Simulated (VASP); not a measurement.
Here is a VASP 6.6.1 calculation.

INCAR

```
PREC = Accurate
ENCUT = 520
EDIFF = 1E-8
ISMEAR = -1
SIGMA = 0.03
LREAL = F
LASPH = T
NELM = 100
ALGO = Normal
ISIF = 2
LWAVE = F
LCHARG = F
GGA = PE
LEFG = T
NBANDS = 14
```

Contents of KPOINTS:

```
Automatic mesh
0
Gamma
  11 11 11
```

Contents of POSCAR:

```
NaF
1.0
    0.0000000000      2.3233000000      2.3233000000
    2.3233000000      0.0000000000      2.3233000000
    2.3233000000      2.3233000000      0.0000000000
Na F
1 1
Direct
    0.0000000000      0.0000000000      0.0000000000
    0.5000000000      0.5000000000      0.5000000000
```

Potentials or basis: VASP PAW PBE potentials, release 64 (Na_pv, F).

Run with:

```bash
$ cat potpaw_PBE.64/Na_pv/POTCAR potpaw_PBE.64/F/POTCAR > POTCAR
$ mpirun -np 1 vasp_std > vasp.out
```

Problem. What does it give for the pressure?

Solution. 1.6 GPa.

Problem. What does it give for the band gap on the k mesh?

Solution. 6.26 eV, direct.

Caveat: without QUAD_EFG the Cq values of the log hold for a quadrupole moment of 1 mb, not for the nuclei. A hybrid or GW would open this gap; PBE tends to underestimate it.
